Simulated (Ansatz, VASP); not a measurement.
CdS in VASP and in Ansatz

```
Cd S
1.0
    -2.09858   -3.63485    0.00000
     2.09858   -3.63485    0.00000
     0.00000   -1.21162   13.65546
Cd S
4 4
Direct
  0.51570 0.51570 0.90583
  0.59903 0.59903 0.40583
  0.30736 0.30736 0.15583
  0.22403 0.22403 0.65583
  0.65097 0.65097 0.09417
  0.56764 0.56764 0.59417
  0.27597 0.27597 0.34417
  0.19264 0.19264 0.84417
```

Alike in both runs: task single point; functional PBE; k mesh 7 × 7 × 2; occupations gaussian, width 0.05 eV; no spin polarisation.

|  | VASP | Ansatz |
| --- | --- | --- |
| version | VASP 6.6.1 | Ansatz 0.2.0 |
| potentials or method | VASP PAW PBE potentials, release 64 (Cd, S), cutoff 520 eV | scalar-relativistic, plane waves, PAW |
| valence electrons in the cell | 72 | 104 |

```csv
,VASP,Ansatz,Ansatz less VASP
gap on the k mesh at the Fermi level (eV),0.91,0.91,0.000
least direct gap on the mesh (eV),0.91,0.91,0.000
pressure (GPa),-0.2,-0.5,-0.29
"traceless stress, the component that is largest in VASP (GPa)",1.00,1.00,+0.004
rms of the force components (eV/Å),0.161,0.158,-0.0032
```

Atom by atom the forces differ by 0.005 eV/Å (rms over components). VASP's potentials hold 72 valence electrons a cell and Ansatz's 104, so a difference there can come from the potentials and not from the codes.
